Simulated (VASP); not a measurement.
# VO2 (P4_2/mnm) in VASP: a series of runs, part 2 of 2

VASP 6.6.1. The steps go on from the part before.

## (4) Single point, PBE, collinear spin, ferromagnetic start (volume scaled by 0.96, then relaxed in part)

Input file INCAR:

```
PREC = Accurate ; ENCUT = 600
EDIFF = 1E-6 ; ISMEAR = -1
SIGMA = 0.05 ; LREAL = F
LASPH = T ; NELM = 200
ALGO = Normal ; ISIF = 2
LWAVE = F ; LCHARG = F
ISPIN = 2 ; MAGMOM = 1 1 0 0 0 0
LORBIT = 11 ; LMAXMIX = 4
GGA = PE ; NBANDS = 38
GGA_COMPAT = F ; KPAR = 4
```

Input file KPOINTS:

```
Automatic mesh
0
Gamma
  10 10 16
```

Input file POSCAR:

```
VO2
1.0
    4.4930438055      0.0000000000      0.0000000000
    0.0000000000      4.4930438055      0.0000000000
    0.0000000000      0.0000000000      2.8142439223
V O
2 4
Direct
    0.0000000000      0.0000000000      0.0000000000
    0.5000000000      0.5000000000      0.5000000000
    0.2984247274      0.2984247274      0.0000000000
    0.2015752726      0.7984247274      0.5000000000
    0.7015752726      0.7015752726      0.0000000000
    0.7984247274      0.2015752726      0.5000000000
```

The run is started by

```bash
$ cat potpaw_PBE.64/V_sv/POTCAR potpaw_PBE.64/O/POTCAR > POTCAR
$ mpirun -np 4 vasp_std > vasp.out
```

Wall time 3 min (4 MPI ranks of Intel Xeon Platinum 8488C (Sapphire Rapids), shared host); peak memory 0.69 GiB.

It converged, with:

```yaml
Free_energy: -51.8528 eV
Pressure: 13.1 GPa
Largest_force: 0.026 eV/Å
Band_gap_on_the_k_mesh: zero (filled and empty bands overlap)
Net_moment: 2.00 μB per cell
Site_moments: V +1.03; O -0.04 μB
Valence_electrons_inside_the_program's_atomic_spheres: V 11.63; O 5.07
```

Forces on the atoms (eV/Å):
```
V    0.000  0.000  0.000
V    0.000  0.000  0.000
O   -0.018 -0.018  0.000
O    0.018 -0.018  0.000
O    0.018  0.018  0.000
O   -0.018  0.018  0.000
```

Stress tensor (GPa, compression positive):
```
13.69  0.00  0.00
 0.00 13.69  0.00
 0.00  0.00 11.79
```

Levels at points of the mesh, in eV from the Fermi level:
Spin up:
| k point | band 23 | band 24 | band 25 | band 26 | band 27 | band 28 | band 29 | band 30 |
| --- | --- | --- | --- | --- | --- | --- | --- | --- |
| (0.00, 0.00, 0.00) | -2.03 | -1.52 | -1.08 | -0.84 | -0.35 | -0.35 | -0.33 | 2.04 |
| (0.50, 0.00, 0.00) | -2.30 | -2.30 | -0.34 | -0.34 | 0.36 | 0.36 | 1.03 | 1.03 |
| (0.50, 0.50, 0.00) | -2.87 | -2.87 | -1.05 | -1.05 | -0.33 | -0.33 | 1.46 | 1.46 |
| (0.00, 0.00, 0.50) | -3.24 | -3.24 | 0.49 | 0.49 | 0.58 | 0.58 | 1.09 | 1.09 |
| (0.50, 0.00, 0.50) | -2.66 | -2.66 | -0.88 | -0.88 | 0.57 | 0.57 | 1.40 | 1.40 |
| (0.50, 0.50, 0.50) | -2.29 | -2.29 | 0.13 | 0.13 | 0.44 | 0.44 | 0.58 | 0.58 |
Spin down:
```tsv
k point	band 21	band 22	band 23	band 24	band 25	band 26	band 27	band 28
(0.00, 0.00, 0.00)	-2.24	-2.10	-2.10	-1.55	0.13	0.18	0.72	0.89
(0.50, 0.00, 0.00)	-3.29	-3.29	-2.36	-2.36	0.77	0.77	1.53	1.53
(0.50, 0.50, 0.00)	-2.94	-2.94	-2.92	-2.92	0.08	0.08	0.91	0.91
(0.00, 0.00, 0.50)	-4.21	-4.21	-3.20	-3.20	1.43	1.43	1.77	1.77
(0.50, 0.00, 0.50)	-3.78	-3.78	-2.75	-2.75	0.26	0.26	1.76	1.76
(0.50, 0.50, 0.50)	-3.07	-3.07	-2.31	-2.31	1.06	1.06	1.47	1.47
```

Caveat: semilocal functionals often make such compounds metallic where correlation or magnetic order opens a gap, which also shifts bond lengths.

## (5) Single point, PBE, collinear spin, ferromagnetic start (z stretched by +2 %, then relaxed in part)

Input file INCAR:

```
ALGO     = Normal         # electronic algorithm
EDIFF    = 1E-6           # SCF threshold, eV
ENCUT    = 600            # plane-wave cutoff, eV
GGA      = PE             # functional
GGA_COMPAT= False        
ISIF     = 2              # what is computed and relaxed
ISMEAR   = -1             # smearing method
ISPIN    = 2              # spin polarisation
KPAR     = 4            
LASPH    = True           # aspherical terms in the spheres
LCHARG   = False          # write CHGCAR
LMAXMIX  = 4              # l up to which the mixer works
LORBIT   = 11             # projections on sites
LREAL    = False          # projectors in reciprocal space
LWAVE    = False          # write WAVECAR
MAGMOM   = 1 1 0 0 0 0    # initial moments
NBANDS   = 38             # bands
NELM     = 200            # most SCF steps
PREC     = Accurate       # precision mode
SIGMA    = 0.05           # smearing width, eV
```

Input file KPOINTS:

```
k-points
0
Gamma
  10 10 16
```

Input file POSCAR:

```
VO2
1.0
    4.5546000000      0.0000000000      0.0000000000
    0.0000000000      4.5546000000      0.0000000000
    0.0000000000      0.0000000000      2.9098560000
V O
2 4
Direct
    0.0000000000      0.0000000000      0.0000000000
    0.5000000000      0.5000000000      0.5000000000
    0.3010731317      0.3010731317      0.0000000000
    0.1989268683      0.8010731317      0.5000000000
    0.6989268683      0.6989268683      0.0000000000
    0.8010731317      0.1989268683      0.5000000000
```

The run is started by

```bash
$ cat potpaw_PBE.64/V_sv/POTCAR potpaw_PBE.64/O/POTCAR > POTCAR
$ mpirun -np 4 vasp_std > vasp.out
```

It took 99 s on 4 MPI ranks of Intel Xeon 6975P-C (Granite Rapids), shared host; peak memory 0.73 GiB.

It converged, with:

| Item | Value |
| --- | --- |
| Free energy | -51.9463 eV |
| Pressure | -2.6 GPa |
| Largest force | 0.021 eV/Å |
| Band gap on the k mesh | zero (filled and empty bands overlap) |
| Net moment | 2.00 μB per cell |
| Site moments | V +1.06; O -0.06 μB |
| Valence electrons inside the program's atomic spheres | V 11.47; O 5.04 |

Forces on the atoms (eV/Å):
```
V    0.000  0.000  0.000
V    0.000  0.000  0.000
O   -0.015 -0.015  0.000
O    0.015 -0.015  0.000
O    0.015  0.015  0.000
O   -0.015  0.015  0.000
```

Stress tensor (GPa, compression positive):
```
 0.04  0.00  0.00
 0.00  0.04  0.00
 0.00  0.00 -7.86
```

Levels at points of the mesh, in eV from the Fermi level:
Spin up:
| k point | band 24 | band 25 | band 26 | band 27 | band 28 | band 29 |
| --- | --- | --- | --- | --- | --- | --- |
| (0.00, 0.00, 0.00) | -1.34 | -0.92 | -0.63 | -0.38 | -0.38 | -0.31 |
| (0.50, 0.00, 0.00) | -2.07 | -0.24 | -0.24 | 0.25 | 0.25 | 0.93 |
| (0.50, 0.50, 0.00) | -2.61 | -0.87 | -0.87 | -0.36 | -0.36 | 1.32 |
| (0.00, 0.00, 0.50) | -2.98 | 0.34 | 0.34 | 0.44 | 0.44 | 1.07 |
| (0.50, 0.00, 0.50) | -2.37 | -0.78 | -0.78 | 0.33 | 0.33 | 1.32 |
| (0.50, 0.50, 0.50) | -2.10 | 0.12 | 0.12 | 0.35 | 0.35 | 0.49 |
Spin down:
```tsv
k point	band 21	band 22	band 23	band 24	band 25	band 26	band 27	band 28
(0.00, 0.00, 0.00)	-2.14	-1.90	-1.90	-1.40	0.32	0.42	0.80	0.91
(0.50, 0.00, 0.00)	-3.14	-3.14	-2.16	-2.16	0.91	0.91	1.47	1.47
(0.50, 0.50, 0.00)	-2.81	-2.81	-2.66	-2.66	0.29	0.29	0.93	0.93
(0.00, 0.00, 0.50)	-3.83	-3.83	-2.96	-2.96	1.42	1.42	1.56	1.56
(0.50, 0.00, 0.50)	-3.48	-3.48	-2.49	-2.49	0.40	0.40	1.56	1.56
(0.50, 0.50, 0.50)	-2.77	-2.77	-2.13	-2.13	1.09	1.09	1.55	1.55
```

Caveat: the cell differs from its parent crystal (z stretched by +2 %, then relaxed in part); semilocal functionals often make such compounds metallic where correlation or magnetic order opens a gap, which also shifts bond lengths.

## (6) Single point, PBE, collinear spin, ferromagnetic start (z stretched by -3 %, then relaxed in part)

Input file INCAR:

```
ALGO = Normal
EDIFF = 1E-6
ENCUT = 600
GGA = PE
GGA_COMPAT = False
ISIF = 2
ISMEAR = -1
ISPIN = 2
KPAR = 4
LASPH = True
LCHARG = True
LMAXMIX = 4
LORBIT = 11
LREAL = False
LVHAR = True
LWAVE = False
MAGMOM = 1 1 0 0 0 0
NBANDS = 38
NELM = 200
PREC = Accurate
SIGMA = 0.05
```

KPOINTS is that of step 5.

Input file POSCAR:

```
VO2
1.0
    4.5546000000      0.0000000000      0.0000000000
    0.0000000000      4.5546000000      0.0000000000
    0.0000000000      0.0000000000      2.7672160000
V O
2 4
Direct
    0.0000000000      0.0000000000      0.0000000000
    0.5000000000      0.5000000000      0.5000000000
    0.2977486141      0.2977486141      0.0000000000
    0.2022513859      0.7977486141      0.5000000000
    0.7022513859      0.7022513859      0.0000000000
    0.7977486141      0.2022513859      0.5000000000
```

Potentials or basis: VASP PAW PBE potentials, release 64 (V_sv, O).

The run is started by

```bash
$ cat potpaw_PBE.64/V_sv/POTCAR potpaw_PBE.64/O/POTCAR > POTCAR
$ mpirun -np 4 vasp_std > vasp.out
```

It took 5.7 min on 4 MPI ranks of Intel Xeon Platinum 8175M at 2.50GHz (Skylake/Cascade Lake), shared host; peak memory 0.71 GiB.

Results (log left out):

- Free energy: -51.8819 eV
- Pressure: 10.5 GPa
- Largest force: 0.036 eV/Å
- Band gap on the k mesh: zero (filled and empty bands overlap)
- Net moment: 1.96 μB per cell
- Site moments: V +1.01; O -0.04 μB
- Valence electrons inside the program's atomic spheres: V 11.62; O 5.07

Forces on the atoms (eV/Å):
```
V    0.000  0.000  0.000
V    0.000  0.000  0.000
O   -0.025 -0.025  0.000
O    0.025 -0.025  0.000
O    0.025  0.025  0.000
O   -0.025  0.025  0.000
```

Stress tensor (GPa, compression positive):
```
 8.32  0.00  0.00
 0.00  8.32  0.00
 0.00  0.00 14.83
```

Levels at points of the mesh, in eV from the Fermi level:
Spin up:
```csv
k point,band 23,band 24,band 25,band 26,band 27,band 28,band 29,band 30
"(0.00, 0.00, 0.00)",-2.07,-1.63,-1.15,-0.97,-0.29,-0.29,-0.22,1.93
"(0.50, 0.00, 0.00)",-2.32,-2.32,-0.43,-0.43,0.37,0.37,1.05,1.05
"(0.50, 0.50, 0.00)",-2.71,-2.71,-1.14,-1.14,-0.27,-0.27,1.47,1.47
"(0.00, 0.00, 0.50)",-3.27,-3.27,0.42,0.42,0.79,0.79,1.01,1.01
"(0.50, 0.00, 0.50)",-2.65,-2.65,-0.91,-0.91,0.76,0.76,1.33,1.33
"(0.50, 0.50, 0.50)",-2.35,-2.35,0.09,0.09,0.39,0.39,0.77,0.77
```
Spin down:
| k point | band 22 | band 23 | band 24 | band 25 | band 26 | band 27 |
| --- | --- | --- | --- | --- | --- | --- |
| (0.00, 0.00, 0.00) | -2.13 | -2.13 | -1.60 | 0.02 | 0.02 | 0.77 |
| (0.50, 0.00, 0.00) | -3.10 | -2.37 | -2.37 | 0.64 | 0.64 | 1.52 |
| (0.50, 0.50, 0.00) | -2.99 | -2.76 | -2.76 | -0.05 | -0.05 | 0.96 |
| (0.00, 0.00, 0.50) | -4.07 | -3.22 | -3.22 | 1.36 | 1.36 | 1.90 |
| (0.50, 0.00, 0.50) | -3.77 | -2.73 | -2.73 | 0.22 | 0.22 | 1.91 |
| (0.50, 0.50, 0.50) | -3.03 | -2.36 | -2.36 | 1.03 | 1.03 | 1.38 |

Caveat: the cell differs from its parent crystal (z stretched by -3 %, then relaxed in part); semilocal functionals often make such compounds metallic where correlation or magnetic order opens a gap, which also shifts bond lengths.

## (7) Overview

```tsv
cell	gap on the mesh (eV)	pressure (GPa)	moment (μB)	largest force (eV/Å)
a = 4.555, b = 4.555, c = 2.824 Å, 6 atoms	none	4.8	2.00	0.03
a = 4.524, b = 4.524, c = 2.834 Å, 6 atoms	none	7.2	2.00	0.03
a = 4.493, b = 4.493, c = 2.814 Å, 6 atoms	none	13.1	2.00	0.03
a = 4.555, b = 4.555, c = 2.910 Å, 6 atoms	none	-2.6	2.00	0.02
a = 4.555, b = 4.555, c = 2.767 Å, 6 atoms	none	10.5	1.96	0.04
```

Alike in all rows: task single point; level PBE; potentials or basis VASP PAW PBE potentials, release 64 (V_sv, O); spin collinear, ferromagnetic start; k mesh 10 × 10 × 16; cutoff (eV) 600; smearing fermi-dirac 0.05 eV.

Caveats: semilocal functionals often make such compounds metallic where correlation or magnetic order opens a gap, which also shifts bond lengths.

Total energies depend on the potentials used, so only differences within one code and one set of settings carry meaning.
